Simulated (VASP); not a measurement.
Hg:

```xyz
2
Lattice="0.0000 3.1200 3.1200 3.1200 0.0000 3.1200 3.1200 3.1200 0.0000" Properties=species:S:1:pos:R:3 pbc="T T T"
Hg    0.0000    0.0000    0.0000
Hg    1.5600    1.5600    1.5600
```

- Program: VASP 6.6.1
- Task: relaxation of cell and atoms
- Functional: LDA
- Potentials or basis: VASP PAW LDA potentials, release 64 (Hg)
- Cutoff: 600 eV
- k mesh: 6 × 6 × 6
- Occupations: fermi-dirac, width 0.1 eV
- Spin: no spin polarisation

At the start: pressure 4.8 GPa; volume 30.37 Å³/atom.

Task: Where does the relaxation end?

Result: Over 3 steps the energy falls by 48.8 meV/atom and the volume is 34.14 Å³/atom (+12.4 %); space group Fd-3m (No. 227, to 0.05 Å).

Step by step:
| step | energy change (eV) | largest force (eV/Å) | pressure (GPa) | volume (Å³) |
| --- | --- | --- | --- | --- |
| 1 | 0.0000 | 0.0000 | 4.80 | 60.74 |
| 2 | -0.0972 | 0.0000 | -0.30 | 69.10 |
| 3 | -0.0976 | 0.0000 | 0.06 | 68.28 |

Final structure:
```
Hg
1.0
     0.00000    3.24399    3.24399
     3.24399    0.00000    3.24399
     3.24399    3.24399    0.00000
Hg
2
Direct
  0.00000 0.00000 0.00000
  0.25000 0.25000 0.25000
```
